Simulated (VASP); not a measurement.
# CsO (Immm) in VASP: notebook

The runs below take CsO through density of states, electric field gradients, with LDA.

All numbers are computed with VASP 6.6.1; they aren't measurements. Logs are shortened: lines on timing, memory, paths and dates and some standing lists are left out, and cuts for length are marked.

### Step 1. The cell of the first run

Symmetry: Immm, No. 71, orthorhombic system. The conventional cell has a = 4.334 Å, b = 6.437 Å, c = 7.558 Å, α = 90.00°, β = 90.00°, γ = 90.00°. Cs (site symmetry mm2) has 6 O at 2.96 to 3.12 Å and 6 Cs at 3.73 to 3.88 Å within 3.9 Å. O (site symmetry m2m) has 1 O at 1.51 Å within 2.0 Å.

### Step 2. Density of states, LDA

Contents of POSCAR:

```
CsO
1.0
   -2.1668547950      3.2186837237      3.7788316351
    2.1668547950     -3.2186837237      3.7788316351
    2.1668547950      3.2186837237     -3.7788316351
Cs O
2 2
Direct
    0.2535603300      0.2535603300      0.0000000000
    0.7464396700      0.7464396700      0.0000000000
    0.6171968000      0.0000000000      0.6171968000
    0.3828032000      0.0000000000      0.3828032000
```

Contents of INCAR.step1:

```
SYSTEM = CsO
ALGO     = Normal         ! electronic algorithm
EDIFF    = 1E-6           ! SCF threshold, eV
ENCUT    = 520            ! plane-wave cutoff, eV
GGA      = CA             ! functional
ISIF     = 2              ! what is computed and relaxed
ISMEAR   = -1             ! smearing method
LASPH    = .TRUE.         ! aspherical terms in the spheres
LCHARG   = .TRUE.         ! write CHGCAR
LREAL    = .FALSE.        ! projectors in reciprocal space
LWAVE    = .FALSE.        ! write WAVECAR
NBANDS   = 23             ! bands
NELM     = 100            ! most SCF steps
PREC     = Accurate       ! precision mode
SIGMA    = 0.01           ! smearing width, eV
```

Contents of KPOINTS.step1:

```
k-points
0
G
  7 7 7
  0 0 0
```

Contents of INCAR.step2:

```
SYSTEM = CsO
ALGO     = Normal         ! electronic algorithm
EDIFF    = 1E-6           ! SCF threshold, eV
ENCUT    = 520            ! plane-wave cutoff, eV
GGA      = CA             ! functional
ICHARG   = 11             ! starting density
ISIF     = 2              ! what is computed and relaxed
ISMEAR   = -5             ! smearing method
LASPH    = .TRUE.         ! aspherical terms in the spheres
LCHARG   = .FALSE.        ! write CHGCAR
LORBIT   = 10             ! projections on sites
LREAL    = .FALSE.        ! projectors in reciprocal space
LWAVE    = .FALSE.        ! write WAVECAR
NBANDS   = 23             ! bands
NEDOS    = 2001           ! points of the DOS
NELM     = 100            ! most SCF steps
PREC     = Accurate       ! precision mode
SIGMA    = 0.01           ! smearing width, eV
```

Contents of KPOINTS.step2:

```
k-points
0
G
  11 11 11
  0 0 0
```

Potentials or basis: VASP PAW LDA potentials, release 64 (Cs_sv, O).

Command:

```sh
$ cat potpaw_LDA.64/Cs_sv/POTCAR potpaw_LDA.64/O/POTCAR > POTCAR
$ cp INCAR.step1 INCAR
$ cp KPOINTS.step1 KPOINTS
$ mpirun -np 1 vasp_std > vasp.out
$ cp INCAR.step2 INCAR
$ cp KPOINTS.step2 KPOINTS
$ mpirun -np 1 vasp_std > vasp.out
```

OUTCAR:

```text
SYSTEM = CsO
   EDIFF = 1E-6
   ENCUT = 520
   GGA = CA
   ICHARG = 11
   ISIF = 2
   ISMEAR = -5
   LASPH = .TRUE.
   LORBIT = 10
   LREAL = .FALSE.
   NELM = 100
   PREC = Accurate

 ion  position               nearest neighbor table
   1  0.254  0.254  0.000-
   2  0.746  0.746  0.000-
   3  0.617  0.000  0.617-   4 1.51
   4  0.383  0.000  0.383-   3 1.51

  LATTYP: Found a body centered orthorhombic cell.
 ALAT       =     4.3337095900
 B/A-ratio  =     1.4854173575
 C/A-ratio  =     1.7439247170

  Lattice vectors:

 A1 = (  -2.1668547950,   3.2186837237,   3.7788316351)
 A2 = (   2.1668547950,  -3.2186837237,   3.7788316351)
 A3 = (   2.1668547950,   3.2186837237,  -3.7788316351)

Analysis of symmetry for initial positions (statically):
=====================================================================
 Subroutine PRICEL returns:
 Original cell was already a primitive cell.

 Routine SETGRP: Setting up the symmetry group for a
 body centered orthorhombic supercell.

 Subroutine GETGRP returns: Found  8 space group operations
 (whereof  8 operations were pure point group operations)
 out of a pool of  8 trial point group operations.

The static configuration has the point symmetry D_2h.

Analysis of symmetry for dynamics (positions and initial velocities):
=====================================================================
 Subroutine PRICEL returns:
 Original cell was already a primitive cell.

 Routine SETGRP: Setting up the symmetry group for a
 body centered orthorhombic supercell.

 Subroutine GETGRP returns: Found  8 space group operations
 (whereof  8 operations were pure point group operations)
 out of a pool of  8 trial point group operations.

The dynamic configuration has the point symmetry D_2h.

 Subroutine INISYM returns: Found  8 space group operations
 (whereof  8 operations are pure point group operations),
 and found     1 'primitive' translations

----------------------------------------------------------------------------------------

                                     Primitive cell

  volume of cell :     105.4206

  direct lattice vectors                    reciprocal lattice vectors
    -2.166854795  3.218683724  3.778831635     0.000000000  0.155343004  0.132316030
     2.166854795 -3.218683724  3.778831635     0.230749195  0.000000000  0.132316030
     2.166854795  3.218683724 -3.778831635     0.230749195  0.155343004  0.000000000

  length of vectors
     5.416156676  5.416156676  5.416156676     0.204056318  0.265993840  0.278166569

  position of ions in fractional coordinates (direct lattice)
     0.253560330  0.253560330  0.000000000
     0.746439670  0.746439670  0.000000000
     0.617196800  0.000000000  0.617196800
     0.382803200  0.000000000  0.382803200

  ion indices of the primitive-cell ions
   primitive index   ion index
                 1           1
                 2           2
                 3           3
                 4           4

----------------------------------------------------------------------------------------

 KPOINTS: k-points

Automatic generation of k-mesh.
 Grid dimensions read from file:
 generate k-points for:   11   11   11

 Generating k-lattice:

  Cartesian coordinates                     Fractional coordinates (reciprocal lattice)
     0.000000000  0.014122091  0.012028730     0.090909091  0.000000000  0.000000000
     0.020977200  0.000000000  0.012028730    -0.000000000  0.090909091  0.000000000
     0.020977200  0.014122091  0.000000000    -0.000000000  0.000000000  0.090909091

  Length of vectors
     0.018550574  0.024181258  0.025287870

  Shift w.r.t. Gamma in fractional coordinates (k-lattice)
     0.000000000  0.000000000  0.000000000

 TETIRR: Found   3346 inequivalent tetrahedra from     7986

 Subroutine IBZKPT returns following result:
 ===========================================

 Found    216 irreducible k-points:

 Following reciprocal coordinates:
            Coordinates               Weight
  0.000000  0.000000  0.000000      1.000000
  0.090909  0.000000  0.000000      4.000000
  0.181818  0.000000  0.000000      4.000000
  0.272727  0.000000  0.000000      4.000000
  0.363636  0.000000  0.000000      4.000000
  0.454545 -0.000000  0.000000      4.000000
[... 16 lines left out ...]
  0.454545  0.181818  0.000000      8.000000
 -0.454545  0.181818 -0.000000      8.000000
 [... further k-points ...]
   k-points           NKPTS =    216   k-points in BZ     NKDIM =    216   number of bands    NBANDS=     23
   number of dos      NEDOS =   2001   number of ions     NIONS =      4
   total plane-waves  NPLWV =  64000
   dimension x,y,z NGX =    40 NGY =   40 NGZ =   40
   dimension x,y,z NGXF=    80 NGYF=   80 NGZF=   80
   ions per type =               2   2
   NGX,Y,Z   is equivalent  to a cutoff of  12.28, 12.28, 12.28 a.u.
   NGXF,Y,Z  is equivalent  to a cutoff of  24.56, 24.56, 24.56 a.u.
 SYSTEM =  CsO
   PREC   = accura    normal or accurate (medium, high low for compatibility)
   ISTART =      0    job   : 0-new  1-cont  2-samecut
   ICHARG =     11    charge: 1-file 2-atom 10-const
   ISPIN  =      1    spin polarized calculation?
   LNONCOLLINEAR =      F non collinear calculations
   LSORBIT =      F    spin-orbit coupling
   LASPH  =      T    aspherical Exc in radial PAW
   ENCUT  =  520.0 eV  38.22 Ry    6.18 a.u.  10.07 10.07 10.07*2*pi/ulx,y,z
   NELM   =    100;   NELMIN=  2; NELMDL=  0     # of ELM steps
   EDIFF  = 0.1E-05   stopping-criterion for ELM
   LREAL  =      F    real-space projection
   EDIFFG = 0.1E-04   stopping-criterion for IOM
   NSW    =      0    number of steps for IOM
   IBRION =     -1    ionic relax: 0-MD 1-quasi-New 2-CG
   NFREE  =      0    steps in history (QN), initial steepest desc. (CG)
   ISIF   =      2    stress and relaxation
   ISYM   =      2    0-nonsym 1-usesym 2-fastsym
   POTIM  = 0.5000    time-step for ionic-motion
   TEBEG  =    0.0;   TEEND  =   0.0 temperature during run
   PSTRESS=    0.0 pullay stress
   NELECT =      30.0000    total number of electrons
   NUPDOWN=      -1.0000    fix difference up-down
   EMIN   =  10.00;   EMAX   =-10.00  energy-range for DOS
   EFERMI =   0.00;   METHOD = LEGACY
   ISMEAR =    -5;   SIGMA  =   0.01  broadening in eV -4-tet -1-fermi 0-gaus
   EFERMI_NEDOS =   21; number of points for ismear=-14 and -15
   IALGO  =     38    algorithm
   IMIX   =      4    mixing-type and parameters
     AMIX     =   0.40;   BMIX     =  1.00
     AMIX_MAG =   1.60;   BMIX_MAG =  1.00
  volume/ion in A,a.u.               =      26.36       177.85
  Fermi-wavevector in a.u.,A,eV,Ry     =   1.076812  2.034880 15.776294  1.159525
  Thomas-Fermi vector in A             =   2.212707
   LORBIT       =     10    0 simple, 1 ext, 2 COOP (PROOUT), +10 PAW based schemes
   GGA     = CA    functional components
   LHFCALC =     F    Hartree Fock is set to
   AEXX    =    0.0000 exact exchange contribution
   IVDW    =     0    specifies the selected vdW correction
   LEPSILON=     F    determine dielectric tensor
   LRPA    =     F    only Hartree local field effects (RPA)
 non-spin polarized calculation
 Fermi weights with tetrahedron method with Bloechl corrections
  energy-cutoff  :      520.00
  volume of cell :      105.42
 maximum number of plane-waves:      2860

 number of electron      30.0000007 magnetization

 Free energy of the ion-electron system (eV)
  ---------------------------------------------------
  ext. energy  EPLUGINS =         0.00000000
  ---------------------------------------------------
  free energy    TOTEN  =       -17.88653807 eV

  energy without entropy =      -17.88653807  energy(sigma->0) =      -17.88653807

 E-fermi :   2.1970     XC(G=0):  -8.8643

 val. band max:        2.1864433802   @ k =   0.0000   0.0000   0.0000
 cond. band min:       3.7025113566   @ k =   0.0909  -0.0909   0.0909
 fundamental gap:      1.5160679764
 Fermi energy:         2.1969778765

 k-point     1 :       0.0000    0.0000    0.0000
  band No.  band energies     occupation
      1     -19.9244      2.00000
      2     -19.2921      2.00000
      3     -17.7180      2.00000
      4     -11.8998      2.00000
      5      -7.1753      2.00000
      6      -6.9570      2.00000
[... 15 lines left out ...]
     22       8.2766      0.00000
     23       8.7605      0.00000

 k-point     2 :       0.0909    0.0000    0.0000
  band No.  band energies     occupation
      1     -19.9115      2.00000
      2     -19.3026      2.00000
      3     -17.7244      2.00000
      4     -11.9031      2.00000
      5      -7.1444      2.00000
      6      -6.9298      2.00000
[... 15 lines left out ...]
     22       8.2761      0.00000
     23       8.7304      0.00000

 k-point     3 :       0.1818    0.0000    0.0000
  band No.  band energies     occupation
      1     -19.8738      2.00000
      2     -19.3335      2.00000
      3     -17.7416      2.00000
      4     -11.9111      2.00000
      5      -7.0635      2.00000
      6      -6.8465      2.00000
[... 15 lines left out ...]
     22       8.2744      0.00000
     23       8.6420      0.00000

 k-point     4 :       0.2727    0.0000    0.0000
  band No.  band energies     occupation
      1     -19.8157      2.00000
      2     -19.3829      2.00000
      3     -17.7641      2.00000
      4     -11.9204      2.00000
      5      -6.9529      2.00000
      6      -6.7150      2.00000
[... 15 lines left out ...]
     22       8.2718      0.00000
     23       8.5347      0.00000

 k-point     5 :       0.3636    0.0000    0.0000
  band No.  band energies     occupation
      1     -19.7450      2.00000
      2     -19.4455      2.00000
      3     -17.7849      2.00000
      4     -11.9277      2.00000
      5      -6.8195      2.00000
      6      -6.5674      2.00000
[... 434 lines left out ...]
 k-point    22 :       0.3636    0.1818    0.0000
  band No.  band energies     occupation
      1     -19.6285      2.00000
      2     -19.4884      2.00000
      3     -17.8566      2.00000
      4     -11.9301      2.00000
      5      -6.9778      2.00000
      6      -6.7263      2.00000
[... 15 lines left out ...]
     22       8.3580      0.00000
     23       8.7160      0.00000

 k-point    23 :       0.4545    0.1818    0.0000
  band No.  band energies     occupation
      1     -19.6229      2.00000
      2     -19.4928      2.00000
      3     -17.8596      2.00000
      4     -11.9245      2.00000
      5      -6.9243      2.00000
      6      -6.8309      2.00000
[... 15 lines left out ...]
     22       8.2754      0.00000
     23       8.6080      0.00000

 k-point    24 :      -0.4545    0.1818   -0.0000
  band No.  band energies     occupation
      1     -19.6800      2.00000
      2     -19.4407      2.00000
      3     -17.8497      2.00000
      4     -11.9166      2.00000
      5      -6.9601      2.00000
      6      -6.8458      2.00000
[... 15 lines left out ...]
     22       8.0515      0.00000
     23       8.4162      0.00000

 [... further k-points ...]

------------------------ aborting loop because EDIFF is reached ----------------------------------------

  FORCE on cell =-STRESS in cart. coord.  units (eV):
  Direction    XX          YY          ZZ          XY          YZ          ZX
  --------------------------------------------------------------------------------------
  -------------------------------------------------------------------------------------
  Total       -1.7244639     -2.3709352     -2.0314367      0.0000000      0.0000000      0.0000000
  in kB      -26.2083122    -36.0333481    -30.8736679      0.0000000      0.0000000      0.0000000
  external PRESSURE =     -31.0384427 kB  Pullay stress =       0.0000000 kB

 VOLUME and BASIS-vectors are now :
 -----------------------------------------------------------------------------
  energy-cutoff  :      520.00
  volume of cell :      105.42
      direct lattice vectors                 reciprocal lattice vectors
    -2.166854795  3.218683724  3.778831635     0.000000000  0.155343004  0.132316030
     2.166854795 -3.218683724  3.778831635     0.230749195  0.000000000  0.132316030
     2.166854795  3.218683724 -3.778831635     0.230749195  0.155343004  0.000000000

 POSITION                                       TOTAL-FORCE (eV/Angst)
 -----------------------------------------------------------------------------------
      0.00000      0.00000      1.91632        -0.000000     -0.000000      0.152631
      0.00000      0.00000      5.64134         0.000000     -0.000000     -0.152631
      0.00000      3.97312      0.00000         0.000000     -0.532676      0.000000
      0.00000      2.46424      0.00000        -0.000000      0.532676     -0.000000
 -----------------------------------------------------------------------------------
    total drift:                               -0.000000     -0.000000      0.000000

  FREE ENERGIE OF THE ION-ELECTRON SYSTEM (eV)
  ---------------------------------------------------
  free  energy   TOTEN  =       -17.8865380702 eV

  energy  without entropy=      -17.8865380702  energy(sigma->0) =      -17.88653807

 total charge

# of ion       s       p       d       tot
------------------------------------------
    1        1.826   4.664   0.072   6.562
    2        1.826   4.664   0.072   6.562
    3        1.564   3.279   0.000   4.844
    4        1.564   3.279   0.000   4.844
--------------------------------------------------
tot          6.781  15.886   0.143  22.810
```

Wall time 4.8 min (1 thread of Intel Xeon 6975P-C (Granite Rapids), shared host); peak memory 0.5 GiB.

What came out:

```
Valence electrons inside the program's atomic spheres : Cs 6.56; O 4.84
```

Levels at points of the mesh, in eV from the valence-band top:
| k point | band 13 | band 14 | band 15 | band 16 | band 17 | band 18 |
| --- | --- | --- | --- | --- | --- | --- |
| (0.00, 0.00, 0.00) | -3.81 | -0.72 | 0.00 | 1.64 | 2.02 | 2.79 |

Caveat: spin-orbit coupling is left out, which moves the levels of the heavy elements.

(Part 1 of 2 ends here.)
